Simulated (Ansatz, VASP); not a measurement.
Two plane-wave programs on Ni

```
CELL_PARAMETERS angstrom
-1.38372 1.38372 1.38372
1.38372 -1.38372 1.38372
1.38372 1.38372 -1.38372
ATOMIC_POSITIONS crystal
Ni 0.00000 0.00000 0.00000
```

Alike in both runs: task relaxation of cell and atoms; functional PBE; k mesh 8 × 8 × 8; occupations gaussian, width 0.1 eV; collinear spin.

|  | VASP | Ansatz |
| --- | --- | --- |
| version | VASP 6.6.1 | Ansatz 0.2.0 |
| potentials or method | VASP PAW PBE potentials, release 64 (Ni), cutoff 600 eV | scalar-relativistic, plane waves, PAW |
| valence electrons in the cell | 10 | 18 |

```tsv
	VASP	Ansatz	Ansatz less VASP
gap on the k mesh at the Fermi level, each at its own relaxed structure (eV)	none	none	-
net moment per atom (μB)	0.57	0.57	+0.001
size of the moment on the site where the two differ most (μB)	0.58	0.60	+0.024
relaxed volume (Å³/atom)	11.00	11.00	-0.004
relaxed cell length with the largest relative difference (Å)	2.427	2.427	-0.0003
```

Site moments also hang on the region over which each program counts them. A gap of «none» marks a metal or a gap that the smearing closes. VASP's potentials hold 10 valence electrons a cell and Ansatz's 18, so a difference there can come from the potentials and not from the codes.

The k mesh is coarse, so the values compare programs but aren't converged.
